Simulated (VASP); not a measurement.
A run of VASP 6.6.1 is set up as follows.

Contents of INCAR:

```
SYSTEM = Ge3N4
ALGO = Normal
EDIFF = 1E-7
EDIFFG = -0.02
ENCUT = 520
GGA = PE
GGA_COMPAT = .False.
IBRION = 2
ISIF = 2
ISMEAR = -1
KPAR = 4
LASPH = .True.
LCHARG = .False.
LREAL = .False.
LWAVE = .False.
NELM = 120
NELMIN = 4
NSW = 80
PREC = Accurate
SIGMA = 0.02
```

The input KPOINTS:

```
k-points
0
Gamma
  6 6 6
  0 0 0
```

File POSCAR:

```
Ge3N4
1.0
    0.0000000000      4.1683525931      4.1683525931
    4.1683525931      0.0000000000      4.1683525931
    4.1683525931      4.1683525931      0.0000000000
Ge N
6 8
Direct
    0.1250000000      0.1250000000      0.1250000000
    0.6250000000      0.1250000000      0.1250000000
    0.1250000000      0.1250000000      0.6250000000
    0.1250000000      0.6250000000      0.1250000000
    0.5000000000      0.5000000000      0.5000000000
    0.7500000000      0.7500000000      0.7500000000
    0.8832000000      0.8832000000      0.8832000000
    0.8996000000      0.3668000000      0.3668000000
    0.8832000000      0.8832000000      0.3504000000
    0.3668000000      0.8996000000      0.3668000000
    0.3504000000      0.8832000000      0.8832000000
    0.3668000000      0.3668000000      0.3668000000
    0.8832000000      0.3504000000      0.8832000000
    0.3668000000      0.3668000000      0.8996000000
```

Potentials or basis: VASP PAW PBE potentials, release 64 (Ge_d, N).

Launch:

```sh
$ cat potpaw_PBE.64/Ge_d/POTCAR potpaw_PBE.64/N/POTCAR > POTCAR
$ mpirun -np 4 vasp_std > vasp.out
```

Predict the energy gained by relaxing.

0.0 meV/atom.

Predict the band gap on the k mesh.

1.78 eV.

Final structure:
```yaml
crystal:
  lattice:
    - [0.00000, 4.16835, 4.16835]
    - [4.16835, 0.00000, 4.16835]
    - [4.16835, 4.16835, 0.00000]
  atoms:
    - { symbol: Ge, position: [0.12500, 0.12500, 0.12500] }
    - { symbol: Ge, position: [0.62500, 0.12500, 0.12500] }
    - { symbol: Ge, position: [0.12500, 0.12500, 0.62500] }
    - { symbol: Ge, position: [0.12500, 0.62500, 0.12500] }
    - { symbol: Ge, position: [0.50000, 0.50000, 0.50000] }
    - { symbol: Ge, position: [0.75000, 0.75000, 0.75000] }
    - { symbol: N, position: [0.88331, 0.88331, 0.88331] }
    - { symbol: N, position: [0.89994, 0.36669, 0.36669] }
    - { symbol: N, position: [0.88331, 0.88331, 0.35006] }
    - { symbol: N, position: [0.36669, 0.89994, 0.36669] }
    - { symbol: N, position: [0.35006, 0.88331, 0.88331] }
    - { symbol: N, position: [0.36669, 0.36669, 0.36669] }
    - { symbol: N, position: [0.88331, 0.35006, 0.88331] }
    - { symbol: N, position: [0.36669, 0.36669, 0.89994] }
```
